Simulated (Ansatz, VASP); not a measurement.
**Two plane-wave programs on Zn**

The input INCAR:

```
  PREC = Accurate
  ENCUT = 520
  EDIFF = 1E-7
  ISMEAR = -1
  SIGMA = 0.1
  LREAL = False
  LASPH = True
  NELM = 100
  ALGO = Normal
  ISIF = 2
  LWAVE = False
  LCHARG = True
  GGA = RE
  LELF = True
  LVHAR = True
  NBANDS = 19
```

Contents of KPOINTS:

```
Automatic mesh
0
Gamma
  10 10 10
```

Contents of POSCAR:

```
Zn
1.0
    0.0000000000      2.8841866005      2.8841866005
    2.8841866005      0.0000000000      2.8841866005
    2.8841866005      2.8841866005      0.0000000000
Zn
2
Direct
    0.1250000000      0.1250000000      0.1250000000
    0.8750000000      0.8750000000      0.8750000000
```

Input for Ansatz:

```yaml
crystal:
  lattice:
    - [0.0, 2.8841866005, 2.8841866005]
    - [2.8841866005, 0.0, 2.8841866005]
    - [2.8841866005, 2.8841866005, 0.0]
  atoms:
    - { symbol: Zn, position: [0.125, 0.125, 0.125] }
    - { symbol: Zn, position: [0.875, 0.875, 0.875] }
hamiltonian:
  xc: revpbe
  pseudopotentials:
    kind: paw
    azcp:
      Zn: "pseudopotentials/Zn.paw.azcp"
basis:
  ecutwfc: 420
  fft_grid_basis: typed
kpoints:
  mp_grid: { grid: [10, 10, 10], shift: [0, 0, 0] }
magnetization:
  spin_polarized: false
scf:
  occupations: { method: fermi_dirac, width: 0.1 }
  lower_state_search: "off"
output:
  stress: true
```

Alike in both runs: task single point; functional revPBE; k mesh 10 × 10 × 10; occupations fermi-dirac, width 0.1 eV; no spin polarisation.

|  | VASP | Ansatz |
| --- | --- | --- |
| version | VASP 6.6.1 | Ansatz 0.2.0 |
| potentials or method | VASP PAW PBE potentials, release 64 (Zn), cutoff 520 eV | plane waves (420 eV) with PAW, scalar-relativistic |
| valence electrons in the cell | 24 | 24 |

Ansatz gave:

- pressure (GPa): 2.1

What did VASP give for the same quantities?

Pressure (GPa): 2.3.

VASP's potentials were made for PBE, not for revPBE.
